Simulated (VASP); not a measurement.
A run of VASP 6.6.1:

The input INCAR:

```
SYSTEM = Ta
ALGO     = Normal         ! electronic algorithm
EDIFF    = 1E-6           ! SCF threshold, eV
EDIFFG   = -0.008         ! ionic threshold
ENCUT    = 600            ! plane-wave cutoff, eV
GGA      = PS             ! functional
IBRION   = 2              ! ionic algorithm
ISIF     = 3              ! what is computed and relaxed
ISMEAR   = 0              ! smearing method
LASPH    = .True.         ! aspherical terms in the spheres
LCHARG   = .False.        ! write CHGCAR
LREAL    = .False.        ! projectors in reciprocal space
LWAVE    = .False.        ! write WAVECAR
NELM     = 80             ! most SCF steps
NSW      = 70             ! ionic steps
PREC     = Accurate       ! precision mode
PSTRESS  = 20.0         
SIGMA    = 0.1            ! smearing width, eV
```

Contents of KPOINTS:

```
k-points
0
Gamma
  18 18 18
  0 0 0
```

The input POSCAR:

```
Ta
1.0
   -1.6297203970      1.6297203970      1.6297203970
    1.6297203970     -1.6297203970      1.6297203970
    1.6297203970      1.6297203970     -1.6297203970
Ta
1
Direct
    0.0000000000      0.0000000000      0.0000000000
```

Potentials or basis: VASP PAW PBE potentials, release 64 (Ta_pv).

Launch:

```sh
$ cat potpaw_PBE.64/Ta_pv/POTCAR > POTCAR
$ mpirun -np 1 vasp_std > vasp.out
```

Hardware: 1 thread of AMD EPYC 7R13, on a shared host.

Question: Estimate the wall time of this run.

Answer: It took 81 s on 1 thread of AMD EPYC 7R13, on a shared host, peak memory 0.15 GiB. Counts: scf iterations 23, k points 195, ion steps 3.
